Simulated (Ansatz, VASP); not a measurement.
## Two plane-wave programs on SnO

The input INCAR:

```
SYSTEM = SnO
PREC = Accurate
ENCUT = 520
EDIFF = 1E-7
ISMEAR = 0
SIGMA = 0.15
LREAL = .False.
LASPH = .True.
NELM = 80
ALGO = Normal
ISIF = 2
LWAVE = .False.
LCHARG = .True.
GGA = PS
IVDW = 12
LELF = .True.
LVHAR = .True.
NBANDS = 28
```

Contents of KPOINTS:

```
regular mesh
0
Gamma
  12 12 10
  0 0 0
```

The input POSCAR:

```
SnO
1.0
    3.6119000000      0.0000000000      0.0000000000
    0.0000000000      3.6119000000      0.0000000000
    0.0000000000      0.0000000000      4.7151000000
Sn O
2 2
Direct
    0.0000000000      0.5000000000      0.2385000000
    0.5000000000      0.0000000000      0.7615000000
    0.0000000000      0.0000000000      0.0000000000
    0.5000000000      0.5000000000      0.0000000000
```

Input for Ansatz:

```yaml
crystal:
  lattice:
    - [3.6119, 0.0, 0.0]
    - [0.0, 3.6119, 0.0]
    - [0.0, 0.0, 4.7151]
  atoms:
    - { symbol: Sn, position: [0.0, 0.5, 0.2385] }
    - { symbol: Sn, position: [0.5, 0.0, 0.7615] }
    - { symbol: O, position: [0.0, 0.0, 0.0] }
    - { symbol: O, position: [0.5, 0.5, 0.0] }
basis:
  ecutwfc: 420
kpoints:
  mp_grid: { grid: [12, 12, 10] }
hamiltonian:
  xc: pbesol
  dispersion: d3bj
scf:
  occupations: { method: gaussian, width: 0.15 }
output:
  forces: true
  stress: true
  eigenvalues: true
```

Change from the starting cell: strain -0.050 along x and y, -0.025 along z, atoms carried along.

Alike in both runs: task single point; functional PBEsol; dispersion D3(BJ); k mesh 12 × 12 × 10; occupations gaussian, width 0.15 eV; no spin polarisation.

```csv
,VASP,Ansatz
version,VASP 6.6.1,Ansatz 0.2.0
potentials or method,"VASP PAW PBE potentials, release 64 (Sn_d, O), cutoff 520 eV","scalar-relativistic, plane waves, PAW"
valence electrons in the cell,40,40
```

|  | VASP | Ansatz | Ansatz less VASP |
| --- | --- | --- | --- |
| gap on the k mesh at the Fermi level (eV) | none | none | - |
| pressure (GPa) | 14.4 | 14.0 | -0.46 |
| traceless stress, the component that is largest in VASP (GPa) | -4.31 | -4.33 | -0.023 |
| rms of the force components (eV/Å) | 0.927 | 0.877 | -0.0500 |

VASP's potentials were made for PBE, not for PBEsol. Atom by atom the forces differ by 0.050 eV/Å (rms over components). A gap of «none» marks a metal or a gap that the smearing closes.
